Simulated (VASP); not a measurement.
## ZnO: single point with PBE

The system is ZnO.

```
Zn O
1.0
     3.23735    0.00000    0.00000
    -1.61868    2.80363    0.00000
     0.00000    0.00000    5.22206
Zn O
2 2
Direct
  0.66667 0.33333 0.50059
  0.33333 0.66667 0.00059
  0.66667 0.33333 0.87972
  0.33333 0.66667 0.37972
```

- Program: VASP 6.6.1
- Task: single point
- Functional: PBE
- Potentials or basis: VASP PAW PBE potentials, release 64 (Zn, O)
- Cutoff: 600 eV
- k mesh: 6 × 6 × 4
- Occupations: gaussian, width 0.1 eV
- Spin: no spin polarisation

```yaml
Pressure: 6.5 GPa
Band_gap_on_the_k_mesh: 0.79 eV, direct
```

Forces in eV/Å, atoms in the order of the input:
```
Zn   0.000  0.000 -0.002
Zn   0.000  0.000 -0.002
O    0.000  0.000  0.002
O    0.000  0.000  0.002
```

Levels at points of the mesh, in eV from the valence-band top:
```tsv
k point	band 15	band 16	band 17	band 18	band 19	band 20	band 21	band 22
(0.00, 0.00, 0.00)	-0.80	-0.09	0.00	0.00	0.79	5.24	8.21	12.93
(0.50, 0.00, 0.00)	-2.84	-2.28	-1.30	-0.84	5.79	6.87	7.58	8.54
(0.00, 0.00, 0.50)	-0.39	-0.39	-0.39	-0.39	3.46	3.46	10.08	10.08
(0.50, 0.00, 0.50)	-1.52	-1.52	-1.39	-1.39	5.71	5.71	8.45	8.45
```

Run time: 33 s on 1 thread of Intel(R) Xeon(R) Platinum 8124M CPU @ 3.00GHz (Skylake/Cascade Lake) (shared host), peak memory 0.18 GiB.

Expect the measured gap to be larger: semilocal functionals such as PBE lack the derivative discontinuity.
